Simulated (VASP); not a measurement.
# Sn3Se (Fm-3m) in VASP: settings compared

Sn3Se is run at these levels: r2SCAN, PBE; tasks: single point.

All numbers are computed with VASP 6.6.1; they aren't measurements. Logs are shortened: lines on timing, memory, paths and dates and some standing lists are left out, and cuts for length are marked.

## 1. The cell of the first run

Symmetry: Fm-3m, No. 225, cubic system. The conventional cell has a = 7.565 Å, b = 7.565 Å, c = 7.565 Å, α = 90.00°, β = 90.00°, γ = 90.00°. Within 4.3 Å of Sn (site symmetry m-3m) lie 8 Sn at 3.28 Å and 6 Se at 3.78 Å. Within 4.3 Å of Sn (site symmetry -43m) lie 10 Sn at 3.28 to 3.78 Å and 4 Se at 3.28 Å. Within 4.3 Å of Se (site symmetry m-3m) lie 14 Sn at 3.28 to 3.78 Å.

## 2. Single point, r2SCAN

Input file POSCAR:

```
Sn3Se
1.0
    0.0000000000      3.7822638705      3.7822638705
    3.7822638705      0.0000000000      3.7822638705
    3.7822638705      3.7822638705      0.0000000000
Sn Se
3 1
Direct
    0.5000000000      0.5000000000      0.5000000000
    0.7500000000      0.7500000000      0.7500000000
    0.2500000000      0.2500000000      0.2500000000
    0.0000000000      0.0000000000      0.0000000000
```

Input file INCAR.step1:

```
PREC = Accurate ; ENCUT = 520
ISMEAR = -1 ; SIGMA = 0.05
LREAL = F ; LASPH = T
NELM = 60 ; NBANDS = 32
GGA = PE ; ALGO = Normal
EDIFF = 1E-4 ; LWAVE = T
LCHARG = F
```

Input file INCAR.step2:

```
PREC = Accurate ; ENCUT = 520
EDIFF = 1E-7 ; ISMEAR = -1
SIGMA = 0.05 ; LREAL = F
LASPH = T ; NELM = 60
ALGO = Normal ; ISIF = 2
LWAVE = F ; LCHARG = T
METAGGA = R2SCAN ; LMIXTAU = T
LELF = T ; LVHAR = T
NBANDS = 32 ; ISTART = 1
```

Input file KPOINTS:

```
Automatic mesh
0
Gamma
  6 6 6
```

Potentials or basis: VASP PAW PBE potentials, release 64 (Sn_d, Se).

Run with:

```
$ cat potpaw_PBE.64/Sn_d/POTCAR potpaw_PBE.64/Se/POTCAR > POTCAR
$ cp INCAR.step1 INCAR
$ mpirun -np 1 vasp_std > vasp.out
$ cp INCAR.step2 INCAR
$ mpirun -np 1 vasp_std > vasp.out
```

OUTCAR:

```text
PREC = Accurate
   ENCUT = 520
   EDIFF = 1E-7
   ISMEAR = -1
   LREAL = F
   LASPH = T
   NELM = 60
   ISIF = 2
   METAGGA = R2SCAN
   ISTART = 1

 ion  position               nearest neighbor table
   1  0.500  0.500  0.500-   2 3.28   3 3.28   3 3.28   3 3.28   3 3.28   2 3.28   2 3.28   2 3.28

   2  0.750  0.750  0.750-   1 3.28   4 3.28   1 3.28   1 3.28   1 3.28   4 3.28   4 3.28   4 3.28

   3  0.250  0.250  0.250-   1 3.28   4 3.28   4 3.28   4 3.28   4 3.28   1 3.28   1 3.28   1 3.28

   4  0.000  0.000  0.000-   2 3.28   3 3.28   2 3.28   2 3.28   2 3.28   3 3.28   3 3.28   3 3.28

  LATTYP: Found a face centered cubic cell.
 ALAT       =     7.5645277410

  Lattice vectors:

 A1 = (   0.0000000000,   3.7822638705,   3.7822638705)
 A2 = (   3.7822638705,   0.0000000000,   3.7822638705)
 A3 = (   3.7822638705,   3.7822638705,   0.0000000000)

Analysis of symmetry for initial positions (statically):
=====================================================================
 Subroutine PRICEL returns:
 Original cell was already a primitive cell.

 Routine SETGRP: Setting up the symmetry group for a
 face centered cubic supercell.

 Subroutine GETGRP returns: Found 48 space group operations
 (whereof 48 operations were pure point group operations)
 out of a pool of 48 trial point group operations.

The static configuration has the point symmetry O_h .

Analysis of symmetry for dynamics (positions and initial velocities):
=====================================================================
 Subroutine PRICEL returns:
 Original cell was already a primitive cell.

 Routine SETGRP: Setting up the symmetry group for a
 face centered cubic supercell.

 Subroutine GETGRP returns: Found 48 space group operations
 (whereof 48 operations were pure point group operations)
 out of a pool of 48 trial point group operations.

The dynamic configuration has the point symmetry O_h .

 Subroutine INISYM returns: Found 48 space group operations
 (whereof 48 operations are pure point group operations),
 and found     1 'primitive' translations

----------------------------------------------------------------------------------------

                                     Primitive cell

  volume of cell :     108.2145

[... 78 lines left out ...]
   LNONCOLLINEAR =      F non collinear calculations
   LSORBIT =      F    spin-orbit coupling
   LASPH  =      T    aspherical Exc in radial PAW
   ENCUT  =  520.0 eV  38.22 Ry    6.18 a.u.   9.95  9.95  9.95*2*pi/ulx,y,z
   NELM   =     60;   NELMIN=  2; NELMDL=  0     # of ELM steps
   EDIFF  = 0.1E-06   stopping-criterion for ELM
   LREAL  =      F    real-space projection
   EDIFFG = 0.1E-05   stopping-criterion for IOM
   NSW    =      0    number of steps for IOM
   IBRION =     -1    ionic relax: 0-MD 1-quasi-New 2-CG
   NFREE  =      0    steps in history (QN), initial steepest desc. (CG)
   ISIF   =      2    stress and relaxation
   ISYM   =      2    0-nonsym 1-usesym 2-fastsym
   POTIM  = 0.5000    time-step for ionic-motion
   TEBEG  =    0.0;   TEEND  =   0.0 temperature during run
   PSTRESS=    0.0 pullay stress
   NELECT =      48.0000    total number of electrons
   NUPDOWN=      -1.0000    fix difference up-down
   EMIN   =  10.00;   EMAX   =-10.00  energy-range for DOS
   EFERMI =   0.00;   METHOD = LEGACY
   ISMEAR =    -1;   SIGMA  =   0.05  broadening in eV -4-tet -1-fermi 0-gaus
   EFERMI_NEDOS =   21; number of points for ismear=-14 and -15
   IALGO  =     38    algorithm
   IMIX   =      4    mixing-type and parameters
     AMIX     =   0.40;   BMIX     =  1.00
     AMIX_MAG =   1.60;   BMIX_MAG =  1.00
  volume/ion in A,a.u.               =      27.05       182.57
  Fermi-wavevector in a.u.,A,eV,Ry     =   1.248514  2.359349 21.208588  1.558787
  Thomas-Fermi vector in A             =   2.382597
   LORBIT       =      0    0 simple, 1 ext, 2 COOP (PROOUT), +10 PAW based schemes
   METAGGA = R2SCAN    functional components
   LHFCALC =     F    Hartree Fock is set to
   AEXX    =    0.0000 exact exchange contribution
   IVDW    =     0    specifies the selected vdW correction
   LEPSILON=     F    determine dielectric tensor
   LRPA    =     F    only Hartree local field effects (RPA)
 non-spin polarized calculation
  energy-cutoff  :      520.00
  volume of cell :      108.21
 maximum number of plane-waves:      2929
   NGX = 19   NGY = 19   NGZ = 19

 number of electron      48.0000000 magnetization

 Free energy of the ion-electron system (eV)
  ---------------------------------------------------
  ext. energy  EPLUGINS =         0.00000000
  ---------------------------------------------------
  free energy    TOTEN  =       -87.79153278 eV

  energy without entropy =      -87.76211522  energy(sigma->0) =      -87.77682400

 E-fermi :   6.6543     XC(G=0): -10.8186

 val. band max:        6.5858538643   @ k =   0.1667   0.1667   0.0000
 cond. band min:       6.6691607894   @ k =   0.5000   0.3333   0.1667
 fundamental gap:      0.0833069250
 Fermi energy:         6.6543237414

 k-point     1 :       0.0000    0.0000    0.0000
  band No.  band energies     occupation
      1     -15.6809      2.00000
      2     -15.6809      2.00000
      3     -15.6551      2.00000
      4     -15.6550      2.00000
      5     -15.6550      2.00000
      6     -15.6381      2.00000
[... 549 lines left out ...]
     31      11.8051      0.00000
     32      14.5309      0.00000

------------------------ aborting loop because EDIFF is reached ----------------------------------------

  FORCE on cell =-STRESS in cart. coord.  units (eV):
  Direction    XX          YY          ZZ          XY          YZ          ZX
  --------------------------------------------------------------------------------------
  -------------------------------------------------------------------------------------
  Total       -2.0619391     -2.0619391     -2.0619391     -0.0000000     -0.0000000      0.0000000
  in kB      -30.5281827    -30.5281827    -30.5281827     -0.0000000     -0.0000000      0.0000000
  external PRESSURE =     -30.5281827 kB  Pullay stress =       0.0000000 kB

 VOLUME and BASIS-vectors are now :
 -----------------------------------------------------------------------------
  energy-cutoff  :      520.00
  volume of cell :      108.21
      direct lattice vectors                 reciprocal lattice vectors
     0.000000000  3.782263871  3.782263871    -0.132195959  0.132195959  0.132195959
     3.782263871  0.000000000  3.782263871     0.132195959 -0.132195959  0.132195959
     3.782263871  3.782263871  0.000000000     0.132195959  0.132195959 -0.132195959

 POSITION                                       TOTAL-FORCE (eV/Angst)
 -----------------------------------------------------------------------------------
      3.78226      3.78226      3.78226         0.000000      0.000000     -0.000000
      5.67340      5.67340      5.67340        -0.000000      0.000000     -0.000000
      1.89113      1.89113      1.89113        -0.000000     -0.000000      0.000000
      0.00000      0.00000      0.00000         0.000000      0.000000     -0.000000
 -----------------------------------------------------------------------------------
    total drift:                               -0.000000     -0.000000      0.000000

  FREE ENERGIE OF THE ION-ELECTRON SYSTEM (eV)
  ---------------------------------------------------
  free  energy   TOTEN  =       -87.7915327809 eV

  energy  without entropy=      -87.7621152178  energy(sigma->0) =      -87.77682400
```

OUTCAR.step1:

```text
PREC = Accurate
   ENCUT = 520
   ISMEAR = -1
   LREAL = F
   LASPH = T
[... 778 lines left out ...]
      3.78226      3.78226      3.78226        -0.000000      0.000000      0.000000
      5.67340      5.67340      5.67340         0.000000      0.000000      0.000000
      1.89113      1.89113      1.89113        -0.000000     -0.000000     -0.000000
      0.00000      0.00000      0.00000        -0.000000      0.000000      0.000000
 -----------------------------------------------------------------------------------
    total drift:                               -0.000000     -0.000000      0.000000

  FREE ENERGIE OF THE ION-ELECTRON SYSTEM (eV)
  ---------------------------------------------------
  free  energy   TOTEN  =       -14.8291592191 eV

  energy  without entropy=      -14.7954422788  energy(sigma->0) =      -14.81230075
```

Run time: 1.8 min. Hardware: 1 thread of Intel Xeon 6975P-C (Granite Rapids), shared host; peak memory 0.28 GiB.

Results:

```yaml
Free_energy: -87.7915 eV
Pressure: -3.1 GPa
Band_gap_on_the_k_mesh: zero (band 24 reaches 7.22 eV, above the bottom of band 25 at 5.49 eV)
```

Caveat: the PAW data sets were made with another functional, which shifts forces and pressure a little; spin-orbit coupling is left out, which moves the levels of the heavy elements.

## 3. Single point, PBE

This run uses another cell than the first one, of 26.01 Å³/atom, 0.962 times its volume.

Input file INCAR:

```
SYSTEM = Sn3Se
ALGO = Normal
EDIFF = 1E-6
ENCUT = 520
GGA = PE
ISIF = 2
ISMEAR = 0
LASPH = .TRUE.
LCHARG = .TRUE.
LELF = .TRUE.
LREAL = .FALSE.
LVHAR = .TRUE.
LWAVE = .FALSE.
NBANDS = 32
NELM = 60
PREC = Accurate
SIGMA = 0.05
```

Input file KPOINTS:

```
k-points
0
G
  5 5 5
  0 0 0
```

Input file POSCAR:

```
Sn3Se
1.0
    0.0000000000      3.7331380000      3.7331380000
    3.7331380000      0.0000000000      3.7331380000
    3.7331380000      3.7331380000      0.0000000000
Sn Se
3 1
Direct
    0.5000000000      0.5000000000      0.5000000000
    0.7500000000      0.7500000000      0.7500000000
    0.2500000000      0.2500000000      0.2500000000
    0.0000000000      0.0000000000      0.0000000000
```

Potentials or basis: VASP PAW PBE potentials, release 64 (Sn_d, Se).

Run with:

```
$ cat potpaw_PBE.64/Sn_d/POTCAR potpaw_PBE.64/Se/POTCAR > POTCAR
$ mpirun -np 1 vasp_std > vasp.out
```

Wall time 37 s (1 thread of Intel Xeon 6975P-C, shared host); peak memory 0.24 GiB.

It converged, with:

* Free energy: -14.8707 eV
* Pressure: 0.0 GPa

Levels at points of the mesh, in eV from the Fermi level:
```tsv
k point	band 22	band 23	band 24	band 25	band 26	band 27
(0.00, 0.00, 0.00)	-2.80	-1.21	-1.21	-1.21	-0.48	-0.48
```

Caveat: this odd mesh misses L, where the gap lies, so gap, dielectric constants and Born charges aren't listed; spin-orbit coupling is left out, which moves the levels of the heavy elements.

## 4. Single point, PBE

This run uses another cell than the first one, of 26.01 Å³/atom, 0.962 times its volume.

Input file INCAR:

```
  PREC = Accurate
  ENCUT = 520
  EDIFF = 1E-6
  ISMEAR = 0
  SIGMA = 0.05
  LREAL = F
  LASPH = T
  NELM = 60
  ALGO = Normal
  ISIF = 2
  LWAVE = F
  LCHARG = F
  GGA = PE
  NBANDS = 32
```

Input file KPOINTS:

```
Automatic mesh
0
Gamma
  5 5 5
```

POSCAR is that of step 3.

Potentials or basis: VASP PAW PBE potentials, release 64 (Sn_d, Se).

Run with:

```
$ cat potpaw_PBE.64/Sn_d/POTCAR potpaw_PBE.64/Se/POTCAR > POTCAR
$ mpirun -np 1 vasp_std > vasp.out
```

OUTCAR:

```text
PREC = Accurate
   ENCUT = 520
   EDIFF = 1E-6
   ISMEAR = 0
   LREAL = F
   LASPH = T
   NELM = 60
   ISIF = 2
   GGA = PE

 ion  position               nearest neighbor table
   1  0.500  0.500  0.500-   3 3.23   3 3.23   3 3.23   2 3.23   2 3.23   2 3.23   3 3.23   2 3.23

   2  0.750  0.750  0.750-   1 3.23   1 3.23   1 3.23   4 3.23   4 3.23   4 3.23   4 3.23   1 3.23
                             3 3.73   3 3.73   3 3.73   3 3.73   3 3.73   3 3.73
   3  0.250  0.250  0.250-   4 3.23   4 3.23   4 3.23   1 3.23   1 3.23   1 3.23   4 3.23   1 3.23
                             2 3.73   2 3.73   2 3.73   2 3.73   2 3.73   2 3.73
   4  0.000  0.000  0.000-   2 3.23   2 3.23   2 3.23   3 3.23   3 3.23   3 3.23   3 3.23   2 3.23

  LATTYP: Found a face centered cubic cell.
 ALAT       =     7.4662760000

  Lattice vectors:

 A1 = (   0.0000000000,   3.7331380000,   3.7331380000)
 A2 = (   3.7331380000,   0.0000000000,   3.7331380000)
 A3 = (   3.7331380000,   3.7331380000,   0.0000000000)

[... 159 lines left out ...]
  free energy    TOTEN  =       -14.87073312 eV

  energy without entropy =      -14.86519157  energy(sigma->0) =      -14.86796235

 E-fermi :   7.1577     XC(G=0): -10.2932

 val. band max:        7.1492365072   @ k =   0.2000   0.0000   0.0000
 cond. band min:       7.2370648834   @ k =  -0.4000   0.4000   0.0000
 fundamental gap:      0.0878283763
 Fermi energy:         7.1577224647

 k-point     1 :       0.0000    0.0000    0.0000
  band No.  band energies     occupation
      1     -14.3321      2.00000
      2     -14.3321      2.00000
      3     -14.2968      2.00000
      4     -14.2968      2.00000
      5     -14.2968      2.00000
      6     -14.2936      2.00000
[... 339 lines left out ...]
     31      12.6720      0.00000
     32      14.7950      0.00000

------------------------ aborting loop because EDIFF is reached ----------------------------------------

  FORCE on cell =-STRESS in cart. coord.  units (eV):
  Direction    XX          YY          ZZ          XY          YZ          ZX
  --------------------------------------------------------------------------------------
  -------------------------------------------------------------------------------------
  Total       -0.0267780     -0.0267780     -0.0267780      0.0000000      0.0000000      0.0000000
  in kB       -0.4123216     -0.4123216     -0.4123216      0.0000000      0.0000000      0.0000000
  external PRESSURE =      -0.4123216 kB  Pullay stress =       0.0000000 kB

 VOLUME and BASIS-vectors are now :
 -----------------------------------------------------------------------------
  energy-cutoff  :      520.00
  volume of cell :      104.05
      direct lattice vectors                 reciprocal lattice vectors
     0.000000000  3.733138000  3.733138000    -0.133935579  0.133935579  0.133935579
     3.733138000  0.000000000  3.733138000     0.133935579 -0.133935579  0.133935579
     3.733138000  3.733138000  0.000000000     0.133935579  0.133935579 -0.133935579

 POSITION                                       TOTAL-FORCE (eV/Angst)
 -----------------------------------------------------------------------------------
      3.73314      3.73314      3.73314        -0.000000      0.000000      0.000000
      5.59971      5.59971      5.59971        -0.000000     -0.000000     -0.000000
      1.86657      1.86657      1.86657         0.000000      0.000000      0.000000
      0.00000      0.00000      0.00000        -0.000000      0.000000      0.000000
 -----------------------------------------------------------------------------------
    total drift:                               -0.000000     -0.000000      0.000000

  FREE ENERGIE OF THE ION-ELECTRON SYSTEM (eV)
  ---------------------------------------------------
  free  energy   TOTEN  =       -14.8707331197 eV

  energy  without entropy=      -14.8651915710  energy(sigma->0) =      -14.86796235
```

It took 43 s on 1 thread of Intel Xeon 6975P-C, shared host; peak memory 0.24 GiB.

Results:

- Free energy: -14.8707 eV
- Pressure: 0.0 GPa

Caveat: this odd mesh misses L, where the gap lies, so gap, dielectric constants and Born charges aren't listed; spin-orbit coupling is left out, which moves the levels of the heavy elements.

## 5. Single point, r2SCAN

This run uses another cell than the first one, of 26.01 Å³/atom, 0.962 times its volume.

POSCAR is that of step 4.

Input file INCAR.step1:

```
SYSTEM = Sn3Se
PREC = Accurate
ENCUT = 520
ISMEAR = -1
SIGMA = 0.1
LREAL = .FALSE.
LASPH = .TRUE.
NELM = 100
NBANDS = 32
GGA = PE
ALGO = Normal
EDIFF = 1E-4
LWAVE = .TRUE.
LCHARG = .FALSE.
```

Input file INCAR.step2:

```
SYSTEM = Sn3Se
PREC = Accurate
ENCUT = 520
EDIFF = 1E-7
ISMEAR = -1
SIGMA = 0.1
LREAL = .FALSE.
LASPH = .TRUE.
NELM = 100
ALGO = Normal
ISIF = 2
LWAVE = .FALSE.
LCHARG = .FALSE.
METAGGA = R2SCAN
LMIXTAU = .TRUE.
NBANDS = 32
ISTART = 1
```

Input file KPOINTS:

```
regular mesh
0
G
  5 5 5
  0 0 0
```

Run with:

```
$ cat potpaw_PBE.64/Sn_d/POTCAR potpaw_PBE.64/Se/POTCAR > POTCAR
$ cp INCAR.step1 INCAR
$ mpirun -np 1 vasp_std > vasp.out
$ cp INCAR.step2 INCAR
$ mpirun -np 1 vasp_std > vasp.out
```

Wall time 2.5 min (1 thread of Intel Xeon 6975P-C, shared host); peak memory 0.27 GiB.

It converged, with:

| Item | Value |
| --- | --- |
| Free energy | -87.8839 eV |
| Pressure | -0.9 GPa |

Levels at points of the mesh, in eV from the Fermi level:
```tsv
k point	band 20	band 21	band 22	band 23	band 24	band 25	band 26	band 27	band 28	band 29
(0.00, 0.00, 0.00)	-2.99	-2.99	-2.73	-1.23	-1.23	-1.23	-0.62	-0.62	-0.62	4.59
```

Caveat: this odd mesh misses L, where the gap lies, so gap, dielectric constants and Born charges aren't listed; the PAW data sets were made with another functional, which shifts forces and pressure a little; spin-orbit coupling is left out, which moves the levels of the heavy elements.

## 6. Single point, PBE

This run uses another cell than the first one, of 24.97 Å³/atom, 0.923 times its volume.

Input file INCAR:

```
SYSTEM = Sn3Se
ALGO = Normal
EDIFF = 1E-7
ENCUT = 520
GGA = PE
ISIF = 2
ISMEAR = -1
LASPH = .TRUE.
LCHARG = .FALSE.
LREAL = .FALSE.
LWAVE = .FALSE.
NBANDS = 32
NELM = 100
PREC = Accurate
SIGMA = 0.05
```

Input file KPOINTS:

```
k-points
0
G
  6 6 6
  0 0 0
```

Input file POSCAR:

```
Sn3Se
1.0
    0.0000000000      3.6826840043      3.6826840043
    3.6826840043      0.0000000000      3.6826840043
    3.6826840043      3.6826840043      0.0000000000
Sn Se
3 1
Direct
    0.5000000000      0.5000000000      0.5000000000
    0.7500000000      0.7500000000      0.7500000000
    0.2500000000      0.2500000000      0.2500000000
    0.0000000000      0.0000000000      0.0000000000
```

Potentials or basis: VASP PAW PBE potentials, release 64 (Sn_d, Se).

Run with:

```
$ cat potpaw_PBE.64/Sn_d/POTCAR potpaw_PBE.64/Se/POTCAR > POTCAR
$ mpirun -np 1 vasp_std > vasp.out
```

Run time: 32 s. Hardware: 1 thread of Intel Xeon 6975P-C (Granite Rapids), shared host; peak memory 0.25 GiB.

It converged, with:

```
Free energy            : -14.8347 eV
Pressure               : 1.9 GPa
Band gap on the k mesh : zero (band 24 reaches 8.36 eV, above the bottom of band 25 at 6.30 eV)
```

Levels at points of the mesh, in eV from the Fermi level:
| k point | band 22 | band 23 | band 24 | band 25 | band 26 | band 27 |
| --- | --- | --- | --- | --- | --- | --- |
| (0.00, 0.00, 0.00) | -2.66 | -1.41 | -1.41 | -1.41 | -0.60 | -0.60 |
| (0.50, 0.00, 0.00) | -2.28 | -2.28 | -0.82 | 0.44 | 2.16 | 2.16 |
| (0.50, 0.50, 0.00) | -0.27 | 0.48 | 0.48 | 1.10 | 2.82 | 2.82 |

Caveat: spin-orbit coupling is left out, which moves the levels of the heavy elements.

## 7. Summary

| level | cell | k mesh | smearing | gap on the mesh (eV) | pressure (GPa) |
| --- | --- | --- | --- | --- | --- |
| r2SCAN | a = 5.349 Å, angles 60.0°, 4 atoms | 6 × 6 × 6 | fermi-dirac 0.05 eV | none | -3.1 |
| PBE | a = 5.279 Å, angles 60.0°, 4 atoms | 5 × 5 × 5 | gaussian 0.05 eV | - | 0.0 |
| r2SCAN | a = 5.279 Å, angles 60.0°, 4 atoms | 5 × 5 × 5 | fermi-dirac 0.1 eV | - | -0.9 |
| PBE | a = 5.208 Å, angles 60.0°, 4 atoms | 6 × 6 × 6 | fermi-dirac 0.05 eV | none | 1.9 |

Alike in all rows: task single point; potentials or basis VASP PAW PBE potentials, release 64 (Sn_d, Se); no spin polarisation; cutoff (eV) 520.

Caveats: spin-orbit coupling is left out, which moves the levels of the heavy elements; the PAW data sets were made with another functional, which shifts forces and pressure a little (some runs).

Absolute energies hang on the potentials; compare differences alone.
